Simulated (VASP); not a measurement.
# LaOs3 (Pm-3m) in VASP: notebook

Aim: see how the results for LaOs3 move with the level of theory and the settings. Levels: PBE, PBEsol, LDA. Tasks: single point.

All numbers are computed with VASP 6.6.1; they aren't measurements. Logs are shortened: lines on timing, memory, paths and dates and some standing lists are left out, and cuts for length are marked.

### Step 1. The cell of the first run

The structure is cubic, space group Pm-3m (No. 221). The conventional cell has a = 4.147 Å, b = 4.147 Å, c = 4.147 Å, α = 90.00°, β = 90.00°, γ = 90.00°. La (site symmetry m-3m) has 12 Os at 2.93 Å within 3.9 Å. Os (site symmetry 4/mmm) has 4 La at 2.93 Å and 8 Os at 2.93 Å within 3.9 Å.

### Step 2. Single point, PBE (17.83 Å³/atom)

The input, INCAR:

```
SYSTEM = LaOs3
  ALGO = Fast
  EDIFF = 1E-7
  ENCUT = 520
  GGA = PE
  ISIF = 2
  ISMEAR = 0
  LASPH = .True.
  LCHARG = .False.
  LREAL = .False.
  LWAVE = .False.
  NBANDS = 26
  NELM = 100
  PREC = Accurate
  SIGMA = 0.05
```

The input, KPOINTS:

```
k-points
0
Gamma
  8 8 8
  0 0 0
```

The input, POSCAR:

```
LaOs3
1.0
    4.1470735563      0.0000000000      0.0000000000
    0.0000000000      4.1470735563      0.0000000000
    0.0000000000      0.0000000000      4.1470735563
La Os
1 3
Direct
    0.0000000000      0.0000000000      0.0000000000
    0.0000000000      0.5000000000      0.5000000000
    0.5000000000      0.5000000000      0.0000000000
    0.5000000000      0.0000000000      0.5000000000
```

Potentials or basis: VASP PAW PBE potentials, release 64 (La, Os).

On the command line:

```sh
$ cat potpaw_PBE.64/La/POTCAR potpaw_PBE.64/Os/POTCAR > POTCAR
$ mpirun -np 1 vasp_std > vasp.out
```

OUTCAR:

```text
SYSTEM = LaOs3
   EDIFF = 1E-7
   ENCUT = 520
   GGA = PE
   ISIF = 2
   ISMEAR = 0
   LASPH = .True.
   LREAL = .False.
   NELM = 100
   PREC = Accurate

 ion  position               nearest neighbor table
   1  0.000  0.000  0.000-   2 2.93   3 2.93   4 2.93   2 2.93   4 2.93   2 2.93   3 2.93   2 2.93
                             3 2.93   4 2.93   4 2.93   3 2.93
   2  0.000  0.500  0.500-   1 2.93   3 2.93   4 2.93   1 2.93   3 2.93   1 2.93   4 2.93   1 2.93
                             3 2.93   4 2.93   3 2.93   4 2.93
   3  0.500  0.500  0.000-   1 2.93   2 2.93   4 2.93   2 2.93   4 2.93   1 2.93   4 2.93   4 2.93
                             1 2.93   2 2.93   2 2.93   1 2.93
   4  0.500  0.000  0.500-   1 2.93   2 2.93   3 2.93   1 2.93   3 2.93   2 2.93   3 2.93   3 2.93
                             1 2.93   2 2.93   1 2.93   2 2.93

  LATTYP: Found a simple cubic cell.
 ALAT       =     4.1470735563

  Lattice vectors:

 A1 = (   4.1470735563,   0.0000000000,   0.0000000000)
 A2 = (   0.0000000000,   4.1470735563,   0.0000000000)
 A3 = (   0.0000000000,   0.0000000000,   4.1470735563)

Analysis of symmetry for initial positions (statically):
=====================================================================
 Subroutine PRICEL returns:
 Original cell was already a primitive cell.

 Routine SETGRP: Setting up the symmetry group for a
 simple cubic supercell.

 Subroutine GETGRP returns: Found 48 space group operations
 (whereof 48 operations were pure point group operations)
 out of a pool of 48 trial point group operations.

The static configuration has the point symmetry O_h .

Analysis of symmetry for dynamics (positions and initial velocities):
=====================================================================
 Subroutine PRICEL returns:
 Original cell was already a primitive cell.

 Routine SETGRP: Setting up the symmetry group for a
 simple cubic supercell.

 Subroutine GETGRP returns: Found 48 space group operations
 (whereof 48 operations were pure point group operations)
 out of a pool of 48 trial point group operations.

The dynamic configuration has the point symmetry O_h .

 Subroutine INISYM returns: Found 48 space group operations
 (whereof 48 operations are pure point group operations),
 and found     1 'primitive' translations

----------------------------------------------------------------------------------------

                                     Primitive cell

  volume of cell :      71.3223

  direct lattice vectors                    reciprocal lattice vectors
     4.147073556  0.000000000  0.000000000     0.241133895  0.000000000  0.000000000
     0.000000000  4.147073556  0.000000000     0.000000000  0.241133895  0.000000000
     0.000000000  0.000000000  4.147073556     0.000000000  0.000000000  0.241133895

  length of vectors
     4.147073556  4.147073556  4.147073556     0.241133895  0.241133895  0.241133895

  position of ions in fractional coordinates (direct lattice)
     0.000000000  0.000000000  0.000000000
     0.000000000  0.500000000  0.500000000
     0.500000000  0.500000000  0.000000000
     0.500000000  0.000000000  0.500000000

  ion indices of the primitive-cell ions
   primitive index   ion index
                 1           1
                 2           2
                 3           3
                 4           4

----------------------------------------------------------------------------------------

 KPOINTS: k-points

Automatic generation of k-mesh.
 Grid dimensions read from file:
 generate k-points for:    8    8    8

 Generating k-lattice:

  Cartesian coordinates                     Fractional coordinates (reciprocal lattice)
     0.030141737  0.000000000  0.000000000     0.125000000  0.000000000  0.000000000
     0.000000000  0.030141737  0.000000000     0.000000000  0.125000000  0.000000000
     0.000000000  0.000000000  0.030141737     0.000000000  0.000000000  0.125000000

  Length of vectors
     0.030141737  0.030141737  0.030141737

  Shift w.r.t. Gamma in fractional coordinates (k-lattice)
     0.000000000  0.000000000  0.000000000

 Subroutine IBZKPT returns following result:
 ===========================================

 Found     35 irreducible k-points:

 Following reciprocal coordinates:
            Coordinates               Weight
  0.000000  0.000000  0.000000      1.000000
  0.125000  0.000000  0.000000      6.000000
  0.250000  0.000000  0.000000      6.000000
  0.375000  0.000000  0.000000      6.000000
  0.500000  0.000000  0.000000      3.000000
  0.125000  0.125000  0.000000     12.000000
[... 16 lines left out ...]
  0.375000  0.375000  0.125000     24.000000
  0.500000  0.375000  0.125000     24.000000
 [... further k-points ...]
   k-points           NKPTS =     35   k-points in BZ     NKDIM =     35   number of bands    NBANDS=     26
   number of dos      NEDOS =    301   number of ions     NIONS =      4
   total plane-waves  NPLWV =  32768
   dimension x,y,z NGX =    32 NGY =   32 NGZ =   32
   dimension x,y,z NGXF=    64 NGYF=   64 NGZF=   64
   ions per type =               1   3
   NGX,Y,Z   is equivalent  to a cutoff of  12.83, 12.83, 12.83 a.u.
   NGXF,Y,Z  is equivalent  to a cutoff of  25.66, 25.66, 25.66 a.u.
 SYSTEM =  LaOs3
   PREC   = accura    normal or accurate (medium, high low for compatibility)
   ISTART =      0    job   : 0-new  1-cont  2-samecut
   ICHARG =      2    charge: 1-file 2-atom 10-const
   ISPIN  =      1    spin polarized calculation?
   LNONCOLLINEAR =      F non collinear calculations
   LSORBIT =      F    spin-orbit coupling
   LASPH  =      T    aspherical Exc in radial PAW
   ENCUT  =  520.0 eV  38.22 Ry    6.18 a.u.   7.71  7.71  7.71*2*pi/ulx,y,z
   NELM   =    100;   NELMIN=  2; NELMDL= -5     # of ELM steps
   EDIFF  = 0.1E-06   stopping-criterion for ELM
   LREAL  =      F    real-space projection
   EDIFFG = 0.1E-05   stopping-criterion for IOM
   NSW    =      0    number of steps for IOM
   IBRION =     -1    ionic relax: 0-MD 1-quasi-New 2-CG
   NFREE  =      0    steps in history (QN), initial steepest desc. (CG)
   ISIF   =      2    stress and relaxation
   ISYM   =      2    0-nonsym 1-usesym 2-fastsym
   POTIM  = 0.5000    time-step for ionic-motion
   TEBEG  =    0.0;   TEEND  =   0.0 temperature during run
[... 7 lines left out ...]
   IALGO  =     68    algorithm
   IMIX   =      4    mixing-type and parameters
     AMIX     =   0.40;   BMIX     =  1.00
     AMIX_MAG =   1.60;   BMIX_MAG =  1.00
  volume/ion in A,a.u.               =      17.83       120.33
  Fermi-wavevector in a.u.,A,eV,Ry     =   1.291286  2.440177 22.686620  1.667420
  Thomas-Fermi vector in A             =   2.423065
   LORBIT       =      0    0 simple, 1 ext, 2 COOP (PROOUT), +10 PAW based schemes
   GGA     = PE    functional components
   LHFCALC =     F    Hartree Fock is set to
   AEXX    =    0.0000 exact exchange contribution
   IVDW    =     0    specifies the selected vdW correction
   LEPSILON=     F    determine dielectric tensor
   LRPA    =     F    only Hartree local field effects (RPA)
 non-spin polarized calculation
 RMM-DIIS sequential band-by-band and
 Gauss-broadening in eV      SIGMA  =   0.05
  energy-cutoff  :      520.00
  volume of cell :       71.32
 maximum number of plane-waves:      1936
 NGX is ok and might be reduce to    32
   NGX = 15   NGY = 15   NGZ = 15

 number of electron      35.0000006 magnetization

 Free energy of the ion-electron system (eV)
  ---------------------------------------------------
  ext. energy  EPLUGINS =         0.00000000
  ---------------------------------------------------
  free energy    TOTEN  =       -35.50279672 eV

  energy without entropy =      -35.49757727  energy(sigma->0) =      -35.50018700

 E-fermi :   8.5086     XC(G=0): -12.7090

 val. band max:        8.5014210057   @ k =   0.3750   0.3750   0.2500
 cond. band min:       8.5182371475   @ k =   0.5000   0.0000   0.0000
 fundamental gap:      0.0168161418
 Fermi energy:         8.5086433643

 k-point     1 :       0.0000    0.0000    0.0000
  band No.  band energies     occupation
      1     -21.6794      2.00000
      2      -5.7094      2.00000
      3      -5.7094      2.00000
      4      -5.7094      2.00000
      5       1.2342      2.00000
      6       3.4562      2.00000
[... 18 lines left out ...]
     25      13.0575      0.00000
     26      13.3483      0.00000

 k-point     2 :       0.1250    0.0000    0.0000
  band No.  band energies     occupation
      1     -21.6709      2.00000
      2      -5.8490      2.00000
      3      -5.7303      2.00000
      4      -5.7303      2.00000
      5       1.4747      2.00000
      6       3.6256      2.00000
[... 18 lines left out ...]
     25      13.1113      0.00000
     26      13.4117      0.00000

 k-point     3 :       0.2500    0.0000    0.0000
  band No.  band energies     occupation
      1     -21.6503      2.00000
      2      -6.1588      2.00000
      3      -5.7798      2.00000
      4      -5.7798      2.00000
      5       2.1082      2.00000
      6       4.1056      2.00000
[... 18 lines left out ...]
     25      13.5566      0.00000
     26      13.9797      0.00000

 k-point     4 :       0.3750    0.0000    0.0000
  band No.  band energies     occupation
      1     -21.6295      2.00000
      2      -6.4385      2.00000
      3      -5.8281      2.00000
      4      -5.8281      2.00000
      5       2.9389      2.00000
      6       4.6116      2.00000
[... 18 lines left out ...]
     25      13.7215      0.00000
     26      13.8756      0.00000

 k-point     5 :       0.5000    0.0000    0.0000
  band No.  band energies     occupation
      1     -21.6209      2.00000
      2      -6.5473      2.00000
      3      -5.8478      2.00000
      4      -5.8478      2.00000
      5       3.4629      2.00000
      6       4.7086      2.00000
[... 18 lines left out ...]
     25      13.7967      0.00000
     26      13.8865      0.00000

 k-point     6 :       0.1250    0.1250    0.0000
  band No.  band energies     occupation
      1     -21.6631      2.00000
      2      -5.9097      2.00000
      3      -5.8076      2.00000
      4      -5.7503      2.00000
      5       1.6971      2.00000
      6       3.7717      2.00000
[... 427 lines left out ...]
 k-point    21 :       0.3750    0.2500    0.1250
  band No.  band energies     occupation
      1     -21.6115      2.00000
      2      -6.3329      2.00000
      3      -6.0782      2.00000
      4      -5.9066      2.00000
      5       3.4651      2.00000
      6       4.6962      2.00000
[... 18 lines left out ...]
     25      13.7586      0.00000
     26      13.7847      0.00000

 k-point    22 :       0.5000    0.2500    0.1250
  band No.  band energies     occupation
      1     -21.6059      2.00000
      2      -6.3885      2.00000
      3      -6.0940      2.00000
      4      -5.9138      2.00000
      5       3.8401      2.00000
      6       4.7917      2.00000
[... 18 lines left out ...]
     25      13.7502      0.00000
     26      13.7788      0.00000

 k-point    23 :       0.3750    0.3750    0.1250
  band No.  band energies     occupation
      1     -21.6020      2.00000
      2      -6.2905      2.00000
      3      -6.1905      2.00000
      4      -5.9382      2.00000
      5       3.8129      2.00000
      6       4.6429      2.00000
[... 18 lines left out ...]
     25      13.7201      0.00000
     26      13.7718      0.00000

 k-point    24 :       0.5000    0.3750    0.1250
  band No.  band energies     occupation
      1     -21.5980      2.00000
      2      -6.2979      2.00000
      3      -6.2119      2.00000
      4      -5.9495      2.00000
      5       4.0092      2.00000
      6       4.6701      2.00000
[... 18 lines left out ...]
     25      13.7079      0.00000
     26      13.7848      0.00000

 [... further k-points ...]

------------------------ aborting loop because EDIFF is reached ----------------------------------------

  FORCE on cell =-STRESS in cart. coord.  units (eV):
  Direction    XX          YY          ZZ          XY          YZ          ZX
  --------------------------------------------------------------------------------------
  -------------------------------------------------------------------------------------
  Total        0.0399028      0.0399028      0.0399028      0.0000000      0.0000000     -0.0000000
  in kB        0.8963728      0.8963728      0.8963728      0.0000000      0.0000000     -0.0000000
  external PRESSURE =       0.8963728 kB  Pullay stress =       0.0000000 kB

 VOLUME and BASIS-vectors are now :
 -----------------------------------------------------------------------------
  energy-cutoff  :      520.00
  volume of cell :       71.32
      direct lattice vectors                 reciprocal lattice vectors
     4.147073556  0.000000000  0.000000000     0.241133895  0.000000000  0.000000000
     0.000000000  4.147073556  0.000000000     0.000000000  0.241133895  0.000000000
     0.000000000  0.000000000  4.147073556     0.000000000  0.000000000  0.241133895

 POSITION                                       TOTAL-FORCE (eV/Angst)
 -----------------------------------------------------------------------------------
      0.00000      0.00000      0.00000         0.000000      0.000000      0.000000
      0.00000      2.07354      2.07354         0.000000      0.000000      0.000000
      2.07354      2.07354      0.00000         0.000000      0.000000      0.000000
      2.07354      0.00000      2.07354         0.000000      0.000000      0.000000
 -----------------------------------------------------------------------------------
    total drift:                                0.000000     -0.000000     -0.000000

  FREE ENERGIE OF THE ION-ELECTRON SYSTEM (eV)
  ---------------------------------------------------
  free  energy   TOTEN  =       -35.5027967227 eV

  energy  without entropy=      -35.4975772694  energy(sigma->0) =      -35.50018700
```

Wall time 5 min (1 thread of Intel Xeon Platinum 8259CL at 2.50GHz (Skylake/Cascade Lake), shared host); peak memory 0.23 GiB.

Results:

```yaml
Free_energy: -35.5028 eV
Pressure: 0.1 GPa
Band_gap_on_the_k_mesh: zero (an odd number of electrons rules out a gap without spin polarisation)
```

Caveat: spin-orbit coupling is left out, which moves the levels of the heavy elements.

### Step 3. Single point, PBEsol

The input, INCAR:

```
PREC = Accurate
ENCUT = 520
EDIFF = 1E-6
ISMEAR = 0
SIGMA = 0.05
LREAL = False
LASPH = True
NELM = 100
ALGO = Normal
ISIF = 2
LWAVE = False
LCHARG = False
GGA = PS
NBANDS = 26
```

The input, KPOINTS:

```
regular mesh
0
Gamma
  8 8 8
```

POSCAR is that of step 2.

Potentials or basis: VASP PAW PBE potentials, release 64 (La, Os).

On the command line:

```sh
$ cat potpaw_PBE.64/La/POTCAR potpaw_PBE.64/Os/POTCAR > POTCAR
$ mpirun -np 1 vasp_std > vasp.out
```

Wall time 56 s (1 thread of Intel Xeon Platinum 8259CL at 2.50GHz (Skylake/Cascade Lake), shared host); peak memory 0.22 GiB.

It converged, with:

```
Free energy            : -38.7387 eV
Pressure               : -7.6 GPa
Band gap on the k mesh : zero (an odd number of electrons rules out a gap without spin polarisation)
```

Levels at points of the mesh, in eV from the Fermi level:
```csv
k point,band 14,band 15,band 16,band 17,band 18,band 19,band 20,band 21
"(0.00, 0.00, 0.00)",-1.07,0.85,0.85,2.11,2.58,2.58,2.58,3.44
"(0.50, 0.00, 0.00)",-1.75,-0.81,-0.63,-0.42,0.02,0.02,1.10,2.58
"(0.50, 0.50, 0.00)",-1.47,-0.68,-0.65,-0.43,-0.43,-0.32,-0.09,0.28
"(0.50, 0.50, 0.50)",-1.25,-0.49,-0.49,-0.25,2.12,2.12,2.12,3.44
```

Caveat: the cell stands under tension; the PAW data sets were made with another functional, which shifts forces and pressure a little; spin-orbit coupling is left out, which moves the levels of the heavy elements.

### Step 4. Single point, LDA

The input, INCAR:

```
SYSTEM = LaOs3
ALGO     = Fast           ! electronic algorithm
EDIFF    = 1E-7           ! SCF threshold, eV
ENCUT    = 520            ! plane-wave cutoff, eV
GGA      = CA             ! functional
ISIF     = 2              ! what is computed and relaxed
ISMEAR   = 0              ! smearing method
LASPH    = .TRUE.         ! aspherical terms in the spheres
LCHARG   = .FALSE.        ! write CHGCAR
LREAL    = .FALSE.        ! projectors in reciprocal space
LWAVE    = .FALSE.        ! write WAVECAR
NBANDS   = 26             ! bands
NELM     = 80             ! most SCF steps
PREC     = Accurate       ! precision mode
SIGMA    = 0.05           ! smearing width, eV
```

The input, KPOINTS:

```
k-points
0
G
  8 8 8
  0 0 0
```

POSCAR is that of step 3.

Potentials or basis: VASP PAW LDA potentials, release 64 (La, Os).

On the command line:

```sh
$ cat potpaw_LDA.64/La/POTCAR potpaw_LDA.64/Os/POTCAR > POTCAR
$ mpirun -np 1 vasp_std > vasp.out
```

It took 3 min on 1 thread of Intel Xeon Platinum 8259CL at 2.50GHz (Skylake/Cascade Lake), shared host; peak memory 0.21 GiB.

Results (log left out):

```
Free energy            : -40.2455 eV
Pressure               : -11.2 GPa
Band gap on the k mesh : zero (an odd number of electrons rules out a gap without spin polarisation)
```

Levels at points of the mesh, in eV from the Fermi level:
```tsv
k point	band 15	band 16	band 17	band 18	band 19	band 20
(0.00, 0.00, 0.00)	0.83	0.83	2.07	2.55	2.55	3.43
(0.50, 0.00, 0.00)	-0.80	-0.64	-0.41	0.02	0.02	1.08
(0.50, 0.50, 0.00)	-0.70	-0.64	-0.43	-0.43	-0.24	-0.10
(0.50, 0.50, 0.50)	-0.48	-0.48	-0.14	2.09	3.42	3.46
```

Caveat: the cell stands under tension; spin-orbit coupling is left out, which moves the levels of the heavy elements.

### Step 5. Single point, PBE (18.19 Å³/atom)

This run uses another cell than the first one, of 18.19 Å³/atom.

The input, INCAR:

```
PREC = Accurate
ENCUT = 520
EDIFF = 1E-6
ISMEAR = 0
SIGMA = 0.05
LREAL = False
LASPH = True
NELM = 60
ALGO = Normal
ISIF = 2
LWAVE = False
LCHARG = False
GGA = PE
NBANDS = 26
```

The input, KPOINTS:

```
regular mesh
0
Gamma
  8 8 8
```

The input, POSCAR:

```
LaOs3
1.0
    4.1745384200      0.0000000000      0.0000000000
    0.0000000000      4.1745384200      0.0000000000
    0.0000000000      0.0000000000      4.1745384200
La Os
1 3
Direct
    0.0000000000      0.0000000000      0.0000000000
    0.0000000000      0.5000000000      0.5000000000
    0.5000000000      0.5000000000      0.0000000000
    0.5000000000      0.0000000000      0.5000000000
```

Potentials or basis: VASP PAW PBE potentials, release 64 (La, Os).

On the command line:

```sh
$ cat potpaw_PBE.64/La/POTCAR potpaw_PBE.64/Os/POTCAR > POTCAR
$ mpirun -np 1 vasp_std > vasp.out
```

Run time: 60 s. Hardware: 1 thread of Intel Xeon Platinum 8259CL at 2.50GHz (Skylake/Cascade Lake), shared host; peak memory 0.22 GiB.

It converged, with:

* Free energy: -35.4880 eV
* Pressure: -3.6 GPa
* Band gap on the k mesh: zero (an odd number of electrons rules out a gap without spin polarisation)

Levels at points of the mesh, in eV from the Fermi level:
```
           k point  band 15  band 16  band 17  band 18  band 19  band 20
(0.00, 0.00, 0.00)     0.82     0.82     2.06     2.51     2.51     2.51
(0.50, 0.00, 0.00)    -0.76    -0.59    -0.47     0.01     0.01     1.07
(0.50, 0.50, 0.00)    -0.70    -0.64    -0.43    -0.43    -0.26    -0.08
(0.50, 0.50, 0.50)    -0.47    -0.47    -0.19     2.06     2.06     2.06
```

Caveat: the cell stands under tension; spin-orbit coupling is left out, which moves the levels of the heavy elements.

### Step 6. Summary

| level | potentials or basis | cell | gap on the mesh (eV) | pressure (GPa) |
| --- | --- | --- | --- | --- |
| PBE | VASP PAW PBE potentials, release 64 (La, Os) | a = 4.147 Å, 4 atoms | none | 0.1 |
| PBEsol | VASP PAW PBE potentials, release 64 (La, Os) | a = 4.147 Å, 4 atoms | none | -7.6 |
| LDA | VASP PAW LDA potentials, release 64 (La, Os) | a = 4.147 Å, 4 atoms | none | -11.2 |
| PBE | VASP PAW PBE potentials, release 64 (La, Os) | a = 4.175 Å, 4 atoms | none | -3.6 |

Alike in all rows: task single point; no spin polarisation; k mesh 8 × 8 × 8; cutoff (eV) 520; smearing gaussian 0.05 eV.

Caveats: spin-orbit coupling is left out, which moves the levels of the heavy elements; the cell stands under tension (at least some runs); the PAW data sets were made with another functional, which shifts forces and pressure a little (at least some runs).

Absolute energies hang on the potentials; compare differences alone.
